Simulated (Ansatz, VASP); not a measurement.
**ZrB2 in VASP and in Ansatz**

```
Zr B
1.0
     3.17551    0.00000    0.00000
    -1.58776    2.75008    0.00000
     0.00000    0.00000    3.53169
Zr B
1 2
Direct
  0.00000 0.00000 0.00000
  0.33333 0.66667 0.50000
  0.66667 0.33333 0.50000
```

Change from the starting cell: volume scaled by 1.01.

Alike in both runs: task single point; functional LDA; k mesh 13 × 13 × 10; occupations fermi-dirac, width 0.03 eV; no spin polarisation.

```csv
,VASP,Ansatz
version,VASP 6.6.1,Ansatz 0.2.0
potentials or method,"VASP PAW LDA potentials, release 64 (Zr_sv, B), cutoff 520 eV","all-electron LAPW, scalar-relativistic"
```

```csv
,VASP,Ansatz,Ansatz less VASP
pressure (GPa),-9.1,-9.5,-0.45
"traceless stress, the component that is largest in VASP (GPa)",0.97,0.97,+0.006
```

LDA's correlation is that of Perdew and Zunger in VASP and of Perdew and Wang (1992) in Ansatz. Ansatz ran all-electron here, and VASP with PAW potentials.
